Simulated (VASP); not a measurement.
# Nb (Im-3m) in VASP: notebook, part 2 of 2

VASP 6.6.1.

## (3) Single point, r2SCAN, collinear spin (15.81 Å³/atom)

This run uses another cell than the first one, of 15.81 Å³/atom.

The input, POSCAR:

```
Nb
1.0
   -1.5810172044      1.5810172044      1.5810172044
    1.5810172044     -1.5810172044      1.5810172044
    1.5810172044      1.5810172044     -1.5810172044
Nb
1
Direct
    0.0000000000      0.0000000000      0.0000000000
```

The input, INCAR.step1:

```
ALGO = Normal
EDIFF = 1E-5
ENCUT = 550
GGA = PE
GGA_COMPAT = F
ISMEAR = -1
ISPIN = 2
LASPH = T
LCHARG = F
LMAXMIX = 4
LREAL = F
LWAVE = T
MAGMOM = 1
NBANDS = 16
NELM = 200
PREC = Accurate
SIGMA = 0.05
```

The input, INCAR.step2:

```
ALGO = Normal
EDIFF = 1E-6
ENCUT = 550
GGA_COMPAT = F
ISIF = 2
ISMEAR = -1
ISPIN = 2
ISTART = 1
LASPH = T
LCHARG = F
LMAXMIX = 4
LMIXTAU = T
LORBIT = 11
LREAL = F
LWAVE = F
MAGMOM = 1
METAGGA = R2SCAN
NBANDS = 16
NELM = 200
PREC = Accurate
SIGMA = 0.05
```

The input, KPOINTS:

```
k-points
0
Gamma
  22 22 22
```

Potentials or basis: VASP PAW PBE potentials, release 64 (Nb_sv).

Command:

```bash
$ cat potpaw_PBE.64/Nb_sv/POTCAR > POTCAR
$ cp INCAR.step1 INCAR
$ mpirun -np 1 vasp_std > vasp.out
$ cp INCAR.step2 INCAR
$ mpirun -np 1 vasp_std > vasp.out
```

OUTCAR:

```text
EDIFF = 1E-6
   ENCUT = 550
   ISIF = 2
   ISMEAR = -1
   ISPIN = 2
   ISTART = 1
   LASPH = T
   LORBIT = 11
   LREAL = F
   METAGGA = R2SCAN
   NELM = 200
   PREC = Accurate

 ion  position               nearest neighbor table
   1  0.000  0.000  0.000-

  LATTYP: Found a body centered cubic cell.
 ALAT       =     3.1620344088

  Lattice vectors:

 A1 = (  -1.5810172044,   1.5810172044,   1.5810172044)
 A2 = (   1.5810172044,  -1.5810172044,   1.5810172044)
 A3 = (   1.5810172044,   1.5810172044,  -1.5810172044)

Analysis of symmetry for initial positions (statically):
=====================================================================
 Subroutine PRICEL returns:
 Original cell was already a primitive cell.

 Routine SETGRP: Setting up the symmetry group for a
 body centered cubic supercell.

 Subroutine GETGRP returns: Found 48 space group operations
 (whereof 48 operations were pure point group operations)
 out of a pool of 48 trial point group operations.

The static configuration has the point symmetry O_h .

Analysis of symmetry for dynamics (positions and initial velocities):
[... 186 lines left out ...]
      3     -17.1420      1.00000
      4     -17.1420      1.00000
      5       6.6347      1.00000
      6      13.4456      0.00078
[... 435 lines left out ...]
      5       8.3282      1.00000
      6      12.5365      0.99998
[... 8 lines left out ...]
     15      40.0406      0.00000
     16      41.2663      0.00000

 [... further k-points ...]

 spin component 2

 k-point     1 :       0.0000    0.0000    0.0000
  band No.  band energies     occupation
      1     -42.9702      1.00000
      2     -17.1420      1.00000
      3     -17.1420      1.00000
      4     -17.1420      1.00000
      5       6.6347      1.00000
      6      13.4456      0.00078
[... 435 lines left out ...]
      5       8.3282      1.00000
      6      12.5365      0.99998
[... 8 lines left out ...]
     15      40.0406      0.00000
     16      41.2663      0.00000

 [... further k-points ...]
[... 5 lines left out ...]
  --------------------------------------------------------------------------------------
  -------------------------------------------------------------------------------------
  Total        2.8288278      2.8288278      2.8288278      0.0000000      0.0000000     -0.0000000
  in kB      286.7129568    286.7129568    286.7129568      0.0000000      0.0000000     -0.0000000
  external PRESSURE =     286.7129568 kB  Pullay stress =       0.0000000 kB

 VOLUME and BASIS-vectors are now :
 -----------------------------------------------------------------------------
  energy-cutoff  :      550.00
  volume of cell :       15.81
      direct lattice vectors                 reciprocal lattice vectors
    -1.581017204  1.581017204  1.581017204     0.000000000  0.316252093  0.316252093
     1.581017204 -1.581017204  1.581017204     0.316252093  0.000000000  0.316252093
     1.581017204  1.581017204 -1.581017204     0.316252093  0.316252093  0.000000000

 POSITION                                       TOTAL-FORCE (eV/Angst)
 -----------------------------------------------------------------------------------
      0.00000      0.00000      0.00000         0.000000     -0.000000     -0.000000
 -----------------------------------------------------------------------------------
    total drift:                               -0.000000     -0.000000      0.000000

  FREE ENERGIE OF THE ION-ELECTRON SYSTEM (eV)
  ---------------------------------------------------
  free  energy   TOTEN  =       -24.6685683163 eV

  energy  without entropy=      -24.6579905690  energy(sigma->0) =      -24.66327944

 total charge

# of ion       s       p       d       tot
------------------------------------------
    1        2.244   6.013   2.681  10.939

 magnetization (x)

# of ion       s       p       d       tot
------------------------------------------
    1        0.000  -0.000   0.000   0.000
```

Wall time 22 min (1 thread of Oxide Virtual Turin-like, shared host); peak memory 0.22 GiB.

What came out:

| Item | Value |
| --- | --- |
| Free energy | -24.6686 eV |
| Pressure | 28.7 GPa |
| Net moment | 0.00 μB per cell |
| Valence electrons inside the program's atomic spheres | Nb 10.94 |

Caveat: the cell stands under pressure; the PAW data sets were made with another functional, which shifts forces and pressure a little.

## (4) Single point, r2SCAN, collinear spin (16.53 Å³/atom)

This run uses another cell than the first one, of 16.53 Å³/atom.

The input, POSCAR:

```
Nb
1.0
   -1.6046179555      1.6046179555      1.6046179555
    1.6046179555     -1.6046179555      1.6046179555
    1.6046179555      1.6046179555     -1.6046179555
Nb
1
Direct
    0.0000000000      0.0000000000      0.0000000000
```

The input, INCAR.step1:

```
SYSTEM = Nb
PREC     = Accurate       ! precision mode
ENCUT    = 550            ! plane-wave cutoff, eV
ISMEAR   = -1             ! smearing method
SIGMA    = 0.05           ! smearing width, eV
LREAL    = .FALSE.        ! projectors in reciprocal space
LASPH    = .TRUE.         ! aspherical terms in the spheres
NELM     = 200            ! most SCF steps
ISPIN    = 2              ! spin polarisation
MAGMOM   = 1              ! initial moments
LMAXMIX  = 4              ! l up to which the mixer works
NBANDS   = 16             ! bands
GGA      = PE             ! functional
ALGO     = Normal         ! electronic algorithm
EDIFF    = 1E-5           ! SCF threshold, eV
LWAVE    = .TRUE.         ! write WAVECAR
LCHARG   = .FALSE.        ! write CHGCAR
GGA_COMPAT= .FALSE.
```

The input, INCAR.step2:

```
SYSTEM = Nb
PREC     = Accurate       ! precision mode
ENCUT    = 550            ! plane-wave cutoff, eV
EDIFF    = 1E-6           ! SCF threshold, eV
ISMEAR   = -1             ! smearing method
SIGMA    = 0.05           ! smearing width, eV
LREAL    = .FALSE.        ! projectors in reciprocal space
LASPH    = .TRUE.         ! aspherical terms in the spheres
NELM     = 200            ! most SCF steps
ALGO     = Normal         ! electronic algorithm
ISIF     = 2              ! what is computed and relaxed
LWAVE    = .FALSE.        ! write WAVECAR
LCHARG   = .FALSE.        ! write CHGCAR
ISPIN    = 2              ! spin polarisation
MAGMOM   = 1              ! initial moments
LORBIT   = 11             ! projections on sites
LMAXMIX  = 4              ! l up to which the mixer works
METAGGA  = R2SCAN         ! meta-GGA
LMIXTAU  = .TRUE.       
NBANDS   = 16             ! bands
ISTART   = 1            
GGA_COMPAT= .FALSE.
```

The input, KPOINTS:

```
Automatic mesh
0
G
  22 22 22
  0 0 0
```

Command:

```bash
$ cat potpaw_PBE.64/Nb_sv/POTCAR > POTCAR
$ cp INCAR.step1 INCAR
$ mpirun -np 1 vasp_std > vasp.out
$ cp INCAR.step2 INCAR
$ mpirun -np 1 vasp_std > vasp.out
```

Wall time 22 min (1 thread of Oxide Virtual Turin-like, shared host); peak memory 0.22 GiB.

It converged, with:

```yaml
Free_energy: -24.7717 eV
Pressure: 17.6 GPa
Net_moment: 0.00 μB per cell
Valence_electrons_inside_the_program's_atomic_spheres: Nb 10.85
```

Levels at points of the mesh, in eV from the Fermi level:
Spin up:
```csv
k point,band 2,band 3,band 4,band 5,band 6,band 7,band 8,band 9,band 10,band 11
"(0.00, 0.00, 0.00)",-30.38,-30.38,-30.38,-6.40,0.41,0.41,0.41,3.83,3.83,15.11
"(0.50, 0.00, 0.00)",-32.26,-30.95,-30.40,-4.29,-2.00,2.77,3.91,4.71,7.40,12.43
"(0.50, 0.50, 0.50)",-31.64,-31.64,-31.64,-4.45,-4.45,6.49,6.49,6.49,10.35,10.35
```
Spin down:
| k point | band 4 | band 5 | band 6 | band 7 | band 8 | band 9 |
| --- | --- | --- | --- | --- | --- | --- |
| (0.00, 0.00, 0.00) | -30.38 | -6.40 | 0.41 | 0.41 | 0.41 | 3.83 |
| (0.50, 0.00, 0.00) | -30.40 | -4.29 | -2.00 | 2.77 | 3.91 | 4.71 |
| (0.50, 0.50, 0.50) | -31.64 | -4.45 | -4.45 | 6.49 | 6.49 | 6.49 |

Caveat: the cell stands under pressure; the PAW data sets were made with another functional, which shifts forces and pressure a little.

## (5) The runs side by side

| cell | k mesh | gap on the mesh (eV) | pressure (GPa) | moment (μB) |
| --- | --- | --- | --- | --- |
| a = 2.858 Å, angles 109.5°, 1 atom | 13 × 13 × 13 | none | -0.2 | 0.00 |
| a = 2.738 Å, angles 109.5°, 1 atom | 22 × 22 × 22 | none | 28.7 | 0.00 |
| a = 2.779 Å, angles 109.5°, 1 atom | 22 × 22 × 22 | none | 17.6 | 0.00 |

Alike in all rows: task single point; level r2SCAN; potentials or basis VASP PAW PBE potentials, release 64 (Nb_sv); spin collinear; cutoff (eV) 550; smearing fermi-dirac 0.05 eV.

Caveats: the PAW data sets were made with another functional, which shifts forces and pressure a little; the cell stands under pressure (at least some runs).

Total energies depend on the potentials used, so only differences within one code and one set of settings carry meaning.
